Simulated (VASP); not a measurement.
AlSn, 2 atoms in the cell. Symmetry: P-6m2, No. 187, hexagonal system. The conventional cell has a = 4.198 Å, b = 4.198 Å, c = 3.307 Å, α = 90.00°, β = 90.00°, γ = 120.00°. Sn (site symmetry -6m2) has 6 Al at 2.93 Å and 2 Sn at 3.31 Å within 3.9 Å. Within 3.9 Å of Al (site symmetry -6m2) lie 6 Sn at 2.93 Å and 2 Al at 3.31 Å. 

```yaml
Program: VASP 6.6.1
Task: relaxation of cell and atoms
Functional: PBE
Dispersion: D4
Potentials_or_basis: VASP PAW PBE potentials, release 64 (Sn_d, Al)
Cutoff: 600 eV
k_mesh: 7 × 7 × 8
Occupations: fermi-dirac, width 0.05 eV
Spin: no spin polarisation
Dipole_correction: no
Further_INCAR_settings: ALGO = Normal; EDIFF = 1e-07; IBRION = 2; EDIFFG = -0.01; NSW = 60; ISIF = 3
```

Potentials or basis: VASP PAW PBE potentials, release 64 (Sn_d, Al).

Launch:

```sh
$ cat potpaw_PBE.64/Sn_d/POTCAR potpaw_PBE.64/Al/POTCAR > POTCAR
$ mpirun -np 1 vasp_std > vasp.out
```

Hardware: 1 thread of AMD EPYC 7R13, on a shared host.

**Question.** Estimate the wall time of this run.

**Answer.** Wall time 3.6 min on 1 thread of AMD EPYC 7R13 (shared host), peak memory 0.18 GiB. Counts: scf iterations 44, k points 40, ion steps 5.
